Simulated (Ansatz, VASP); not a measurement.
Ca: VASP beside Ansatz

```xyz
1
Lattice="0.0000 2.7104 2.7104 2.7104 0.0000 2.7104 2.7104 2.7104 0.0000" Properties=species:S:1:pos:R:3 pbc="T T T"
Ca    0.0000    0.0000    0.0000
```

Change from the starting cell: strain -0.030 along x and y, -0.030 along z, atoms carried along.

Alike in both runs: task single point; functional PBEsol; k mesh 14 × 14 × 14; occupations gaussian, width 0.15 eV; no spin polarisation.

|  | VASP | Ansatz |
| --- | --- | --- |
| version | VASP 6.6.1 | Ansatz 0.2.0 |
| potentials or method | VASP PAW PBE potentials, release 64 (Ca_sv), cutoff 520 eV | scalar-relativistic, plane waves, PAW |
| valence electrons in the cell | 10 | 10 |

```csv
,VASP,Ansatz,Ansatz less VASP
gap on the k mesh at the Fermi level (eV),none,none,-
pressure (GPa),0.4,0.4,-0.03
```

VASP's potentials were made for PBE, not for PBEsol. A gap of «none» marks a metal or a gap that the smearing closes. With one functional, cell and mesh, what is left measures potentials, basis and numerics.
